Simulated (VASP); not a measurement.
Here is a VASP 6.6.1 calculation.

File INCAR:

```
SYSTEM = HfB2
PREC = Accurate
ENCUT = 520
EDIFF = 1E-6
ISMEAR = -1
SIGMA = 0.05
LREAL = .FALSE.
LASPH = .TRUE.
NELM = 80
ALGO = Normal
ISIF = 2
LWAVE = .FALSE.
LCHARG = .FALSE.
GGA = CA
NBANDS = 15
```

The input KPOINTS:

```
Automatic mesh
0
G
  10 10 8
  0 0 0
```

Contents of POSCAR:

```
HfB2
1.0
    3.0759003814      0.0000000000      0.0000000000
   -1.5379501907      2.6638078698      0.0000000000
    0.0000000000      0.0000000000      3.4089596583
Hf B
1 2
Direct
    0.0000000000      0.0000000000      0.0000000000
    0.6666666667      0.3333333333      0.5000000000
    0.3333333333      0.6666666667      0.5000000000
```

Potentials or basis: VASP PAW LDA potentials, release 64 (Hf_pv, B).

Run with:

```sh
$ cat potpaw_LDA.64/Hf_pv/POTCAR potpaw_LDA.64/B/POTCAR > POTCAR
$ mpirun -np 1 vasp_std > vasp.out
```

(1) Predict the band gap on the k mesh.

(2) Estimate the pressure.

## Answers

(1) zero (band 8 reaches 8.76 eV, above the bottom of band 9 at 7.88 eV).

(2) 7.1 GPa.

Caveat: spin-orbit coupling is left out, which moves the levels of the heavy elements.
